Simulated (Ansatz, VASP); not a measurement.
# Two plane-wave programs on SiNi

```xyz
8
Lattice="5.0459 0.0000 0.0000 0.0000 3.3323 0.0000 0.0000 0.0000 5.4803" Properties=species:S:1:pos:R:3 pbc="T T T"
Si    1.6163    2.4992    0.4756
Si    0.9067    0.8331    3.2157
Si    4.1392    2.4992    2.2646
Si    3.4296    0.8331    5.0047
Ni    0.0464    0.8331    1.0293
Ni    2.4766    2.4992    3.7695
Ni    2.5693    0.8331    1.7108
Ni    4.9995    2.4992    4.4510
```

Alike in both runs: functional LDA; k mesh 8 × 10 × 6; occupations gaussian, width 0.1 eV; no spin polarisation.

Ansatz relaxed the structure, and its values are those at the end. VASP's run is a single point on that final structure, the one shown.

```csv
,VASP,Ansatz
version,VASP 6.6.1,Ansatz 0.2.0
potentials or method,"VASP PAW LDA potentials, release 64 (Si, Ni), cutoff 520 eV","scalar-relativistic, plane waves, PAW"
valence electrons in the cell,56,88
```

```csv
,VASP,Ansatz,Ansatz less VASP
gap on the k mesh at the Fermi level (eV),none,none,-
pressure (GPa),0.3,0.0,-0.29
rms of the force components (eV/Å),0.007,0.001,-0.0061
```

LDA's correlation is that of Perdew and Zunger in VASP and of Perdew and Wang (1992) in Ansatz. A gap of «none» marks a metal or a gap that the smearing closes. VASP's potentials hold 56 valence electrons a cell and Ansatz's 88, so a difference there can come from the potentials and not from the codes.
